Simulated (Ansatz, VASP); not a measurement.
**Nb: VASP beside Ansatz**

Contents of INCAR:

```
ALGO = Normal
EDIFF = 1E-6
ENCUT = 500
GGA = LIBXC
GGA_COMPAT = False
ISIF = 2
ISMEAR = 0
ISPIN = 2
LASPH = True
LCHARG = True
LELF = True
LIBXC1 = GGA_X_RPBE
LIBXC2 = GGA_C_LYP
LMAXMIX = 4
LORBIT = 11
LREAL = False
LVHAR = True
LWAVE = False
MAGMOM = 0.56
NBANDS = 16
NELM = 200
PREC = Accurate
SIGMA = 0.1
```

File KPOINTS:

```
k-points
0
Gamma
  11 11 11
```

Contents of POSCAR:

```
Nb
1.0
    0.0114240000      2.1343710000      2.1125540000
    2.1145960000     -0.0030440000      2.1270210000
    2.0958870000      2.1301300000      0.0156650000
Nb
1
Direct
    0.0000000000      0.0000000000      0.0000000000
```

The input input.yaml:

```yaml
crystal:
  lattice:
    - [0.011424, 2.134371, 2.112554]
    - [2.114596, -0.003044, 2.127021]
    - [2.095887, 2.13013, 0.015665]
  atoms:
    - { symbol: Nb, position: [0.0, 0.0, 0.0], spin: 0.56 }
kpoints:
  mp_grid: { grid: [11, 11, 11] }
  band_path:
    path: [[0.0, 0.5, 0.0], [0.0, 0.0, 0.0], [-0.5, -0.5, -0.5]]
    npoints: 10
scf:
  occupations: { method: gaussian, width: 0.1 }
hamiltonian:
  xc: { exchange: rpbe, correlation: lyp }
  pseudopotentials:
    kind: all_electron
    lapw: { basis_error: 0.002 }
    relativity: none
magnetization:
  spin_polarized: true
output:
  forces: true
  stress: true
  eigenvalues: true
```

Change from the starting cell: cell strained at random at fixed volume.

Alike in both runs: functional rpbe exchange, lyp correlation; k mesh 11 × 11 × 11; occupations gaussian, width 0.1 eV; collinear spin.

|  | VASP | Ansatz |
| --- | --- | --- |
| version | VASP 6.6.1 | Ansatz 0.2.0 |
| potentials or method | VASP PAW PBE potentials, release 64 (Nb_sv), cutoff 500 eV | all-electron LAPW, non-relativistic |
| task | single point | band structure |

VASP gave:

- gap on the k mesh at the Fermi level (eV): none
- pressure (GPa): 6.7
- traceless stress, the component that is largest in VASP (GPa): 2.45
- net moment per atom (μB): 0.00

Problem. Which values does Ansatz return?

Solution. gap on the k mesh at the Fermi level (eV): none; pressure (GPa): 8.0; traceless stress, the component that is largest in VASP (GPa): 2.63; net moment per atom (μB): 0.00.

VASP's potentials were made for PBE, not for rpbe exchange, lyp correlation. A gap of «none» marks a metal or a gap that the smearing closes. Ansatz ran all-electron here, and VASP with PAW potentials.
